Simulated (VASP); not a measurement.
# As (R-3m) in VASP: notebook, part 2 of 2

VASP 6.6.1.

## (3) Single point, PBE (20.69 Å³/atom)

This run uses another cell than the first one, of 20.69 Å³/atom.

Contents of INCAR:

```
SYSTEM = As
ALGO = Normal ; EDIFF = 1E-6
ENCUT = 520 ; GGA = PE
ISIF = 2 ; ISMEAR = -1
LASPH = .TRUE. ; LCHARG = .TRUE.
LELF = .TRUE. ; LREAL = .FALSE.
LVHAR = .TRUE. ; LWAVE = .FALSE.
NBANDS = 12 ; NELM = 100
PREC = Accurate ; SIGMA = 0.03
```

Contents of KPOINTS:

```
k-points
0
G
  11 11 11
  0 0 0
```

Contents of POSCAR:

```
As
1.0
    1.8607607910      1.0743107436      3.4505577946
   -1.8607607910      1.0743107436      3.4505577946
    0.0000000000     -2.1486214872      3.4505577946
As
2
Direct
    0.2275400000      0.2275400000      0.2275400000
    0.7724600000      0.7724600000      0.7724600000
```

Potentials or basis: VASP PAW PBE potentials, release 64 (As).

On the command line:

```sh
> cat potpaw_PBE.64/As/POTCAR > POTCAR
> mpirun -np 1 vasp_std > vasp.out
```

Run time: 87 s. Hardware: 1 thread of Intel Xeon 8259CL, shared host; peak memory 0.21 GiB.

Results (log left out):

| Quantity | Value |
| --- | --- |
| Free energy | -9.2787 eV |
| Pressure | 6.7 GPa |
| Largest force | 0.496 eV/Å |
| Band gap on the k mesh | zero (bands 5 and 6 overlap by 0.40 eV) |

Forces in eV/Å, atoms in the order of the input:
```
As   0.000  0.000  0.496
As   0.000  0.000 -0.496
```

Stress tensor (GPa, compression positive):
```
7.39 0.00 0.00
0.00 7.39 0.00
0.00 0.00 5.25
```

Levels at points of the mesh, in eV from the Fermi level:
```csv
k point,band 3,band 4,band 5,band 6,band 7,band 8
"(0.00, 0.00, 0.00)",-2.76,-2.20,-2.20,1.64,2.89,2.89
```

Caveat: the cell stands under pressure.

## (4) Single point, PBE (21.97 Å³/atom)

This run uses another cell than the first one, of 21.97 Å³/atom.

Contents of INCAR:

```
PREC = Accurate ; ENCUT = 520
EDIFF = 1E-6 ; ISMEAR = -1
SIGMA = 0.03 ; LREAL = False
LASPH = True ; NELM = 80
ALGO = Normal ; ISIF = 2
LWAVE = False ; LCHARG = True
GGA = PE ; LELF = True
LVHAR = True ; NBANDS = 12
```

Contents of KPOINTS:

```
regular mesh
0
Gamma
  11 11 11
```

Contents of POSCAR:

```
As
1.0
    1.8983620487      1.0960198399      3.5202848189
   -1.8983620487      1.0960198399      3.5202848189
    0.0000000000     -2.1920396797      3.5202848189
As
2
Direct
    0.2275400000      0.2275400000      0.2275400000
    0.7724600000      0.7724600000      0.7724600000
```

Potentials or basis: VASP PAW PBE potentials, release 64 (As).

On the command line:

```sh
> cat potpaw_PBE.64/As/POTCAR > POTCAR
> mpirun -np 1 vasp_std > vasp.out
```

OUTCAR:

```text
PREC = Accurate
   ENCUT = 520
   EDIFF = 1E-6
   ISMEAR = -1
   LREAL = False
   LASPH = True
   NELM = 80
   ISIF = 2
   GGA = PE

 ion  position               nearest neighbor table
   1  0.228  0.228  0.228-   2 2.54   2 2.54   2 2.54
   2  0.772  0.772  0.772-   1 2.54   1 2.54   1 2.54

  LATTYP: Found a trigonal (rhomboedric) cell.
 ALAT       =     4.1469800052
 COS(alpha) =     0.5808936906

  Lattice vectors:

[... 547 lines left out ...]

------------------------ aborting loop because EDIFF is reached ----------------------------------------

  FORCE on cell =-STRESS in cart. coord.  units (eV):
  Direction    XX          YY          ZZ          XY          YZ          ZX
  --------------------------------------------------------------------------------------
  -------------------------------------------------------------------------------------
  Total        0.4461403      0.4461403      0.3290216     -0.0000000      0.0000000      0.0000000
  in kB       16.2650545     16.2650545     11.9952271     -0.0000000      0.0000000      0.0000000
  external PRESSURE =      14.8417787 kB  Pullay stress =       0.0000000 kB

 VOLUME and BASIS-vectors are now :
 -----------------------------------------------------------------------------
  energy-cutoff  :      520.00
  volume of cell :       43.95
      direct lattice vectors                 reciprocal lattice vectors
     1.898362049  1.096019840  3.520284819     0.263384954  0.152065374  0.094689308
    -1.898362049  1.096019840  3.520284819    -0.263384954  0.152065374  0.094689308
     0.000000000 -2.192039680  3.520284819     0.000000000 -0.304130748  0.094689308

 POSITION                                       TOTAL-FORCE (eV/Angst)
 -----------------------------------------------------------------------------------
      0.00000      0.00000      2.40302         0.000000      0.000000      0.081498
      0.00000      0.00000      8.15784         0.000000     -0.000000     -0.081498
 -----------------------------------------------------------------------------------
    total drift:                               -0.000000      0.000000     -0.000000

  FREE ENERGIE OF THE ION-ELECTRON SYSTEM (eV)
  ---------------------------------------------------
  free  energy   TOTEN  =        -9.3415809840 eV

  energy  without entropy=       -9.3413237524  energy(sigma->0) =       -9.34145237
```

OSZICAR:

```text
N       E                     dE             d eps       ncg     rms          rms(c)
DAV:   1     0.286059456165E+02    0.28606E+02   -0.41773E+03  3504   0.690E+02
DAV:   2    -0.775205326231E+01   -0.36358E+02   -0.34789E+02  4740   0.110E+02
DAV:   3    -0.934635600815E+01   -0.15943E+01   -0.15891E+01  4416   0.237E+01
DAV:   4    -0.935415383218E+01   -0.77978E-02   -0.77974E-02  3928   0.190E+00
DAV:   5    -0.935417385686E+01   -0.20025E-04   -0.20025E-04  4444   0.104E-01    0.321E+00
DAV:   6    -0.934575769894E+01    0.84162E-02   -0.47233E-03  3972   0.432E-01    0.193E+00
DAV:   7    -0.934140275976E+01    0.43549E-02   -0.10875E-02  4092   0.670E-01    0.894E-02
DAV:   8    -0.934153265298E+01   -0.12989E-03   -0.38313E-04  4196   0.117E-01    0.322E-02
DAV:   9    -0.934158130956E+01   -0.48657E-04   -0.62280E-05  4172   0.503E-02    0.116E-02
DAV:  10    -0.934158098399E+01    0.32557E-06   -0.43630E-06  4144   0.117E-02
   1 F= -.93415810E+01 E0= -.93414524E+01  d E =-.257232E-03
```

stdout:

```text
POSCAR found type information on POSCAR As
 POSCAR found :  1 types and       2 ions
 scaLAPACK will be used
 LDA part: xc-table for (Slater+PW92), standard interpolation
 POSCAR, INCAR and KPOINTS ok, starting setup
 FFT: planning ... GRIDC
 FFT: planning ... GRID_SOFT
 FFT: planning ... GRID
 WAVECAR not read
 entering main loop
```

It took 66 s on 1 thread of Intel Xeon 8259CL, shared host; peak memory 0.21 GiB.

What came out:

```yaml
Free_energy: -9.3416 eV
Pressure: 1.5 GPa
Largest_force: 0.081 eV/Å
Band_gap_on_the_k_mesh: zero (bands 5 and 6 overlap by 0.32 eV)
```

Forces on the atoms (eV/Å):
```
As   0.000  0.000  0.081
As   0.000  0.000 -0.081
```

## (5) Single point, PBE (22.61 Å³/atom)

This run uses another cell than the first one, of 22.61 Å³/atom.

Contents of INCAR:

```
SYSTEM = As
PREC = Accurate
ENCUT = 520
EDIFF = 1E-7
ISMEAR = -1
SIGMA = 0.03
LREAL = .FALSE.
LASPH = .TRUE.
NELM = 60
ALGO = Normal
ISIF = 2
LWAVE = .FALSE.
LCHARG = .TRUE.
GGA = PE
LELF = .TRUE.
LVHAR = .TRUE.
NBANDS = 12
```

Contents of KPOINTS:

```
regular mesh
0
G
  11 11 11
  0 0 0
```

Contents of POSCAR:

```
As
1.0
    1.9166166498      1.1065591387      3.5541357880
   -1.9166166498      1.1065591387      3.5541357880
    0.0000000000     -2.2131182774      3.5541357880
As
2
Direct
    0.2275400000      0.2275400000      0.2275400000
    0.7724600000      0.7724600000      0.7724600000
```

On the command line:

```sh
> cat potpaw_PBE.64/As/POTCAR > POTCAR
> mpirun -np 1 vasp_std > vasp.out
```

Wall time 64 s (1 thread of Intel Xeon 8259CL, shared host); peak memory 0.22 GiB.

The run converged. Its results:

```yaml
Free_energy: -9.3449 eV
Pressure: -0.6 GPa
Largest_force: 0.097 eV/Å
Band_gap_on_the_k_mesh: zero (bands 5 and 6 overlap by 0.27 eV)
```

Forces on the atoms (eV/Å):
```
As   0.000  0.000 -0.097
As   0.000  0.000  0.097
```

Stress tensor (GPa, compression positive):
```
-0.67  0.00  0.00
 0.00 -0.67  0.00
 0.00  0.00 -0.41
```

Levels at points of the mesh, in eV from the Fermi level:
```tsv
k point	band 3	band 4	band 5	band 6	band 7	band 8
(0.00, 0.00, 0.00)	-2.36	-1.91	-1.91	1.74	2.84	2.84
```

## (6) Overview

| cell | gap on the mesh (eV) | pressure (GPa) | largest force (eV/Å) |
| --- | --- | --- | --- |
| a = 4.023 Å, angles 54.5°, 2 atoms | none | 9.8 | 0.74 |
| a = 4.065 Å, angles 54.5°, 2 atoms | none | 6.7 | 0.50 |
| a = 4.147 Å, angles 54.5°, 2 atoms | none | 1.5 | 0.08 |
| a = 4.187 Å, angles 54.5°, 2 atoms | none | -0.6 | 0.10 |

Alike in all rows: task single point; level PBE; potentials or basis VASP PAW PBE potentials, release 64 (As); no spin polarisation; k mesh 11 × 11 × 11; cutoff (eV) 520; smearing fermi-dirac 0.03 eV.

Caveats: the cell stands under pressure (at least some runs).

Total energies depend on the potentials used, so only differences within one code and one set of settings carry meaning.
